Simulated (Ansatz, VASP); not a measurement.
**NbRu3: VASP beside Ansatz**

```
Nb Ru
1.0
     3.80240    0.00000    0.00000
     0.00000    3.80240    0.00000
     0.00000    0.00000    3.88000
Nb Ru
1 3
Direct
  0.00000 0.00000 0.00000
  0.00000 0.50000 0.50000
  0.50000 0.00000 0.50000
  0.50000 0.50000 0.00000
```

Change from the starting cell: equal xx and yy strain of -2 %.

Alike in both runs: task single point; functional LDA; k mesh 9 × 9 × 9; occupations fermi-dirac, width 0.05 eV; no spin polarisation.

|  | VASP | Ansatz |
| --- | --- | --- |
| version | VASP 6.6.1 | Ansatz 0.2.0 |
| potentials or method | VASP PAW LDA potentials, release 64 (Nb_sv, Ru_pv), cutoff 520 eV | all-electron LAPW, scalar-relativistic |

VASP gave:

* pressure (GPa): 0.6
* traceless stress, the component that is largest in VASP (GPa): -2.60

Problem. Estimate Ansatz's values.

Solution. Pressure (GPa): 0.1; traceless stress, the component that is largest in VASP (GPa): -2.59.

LDA's correlation is that of Perdew and Zunger in VASP and of Perdew and Wang (1992) in Ansatz. Ansatz ran all-electron here, and VASP with PAW potentials.
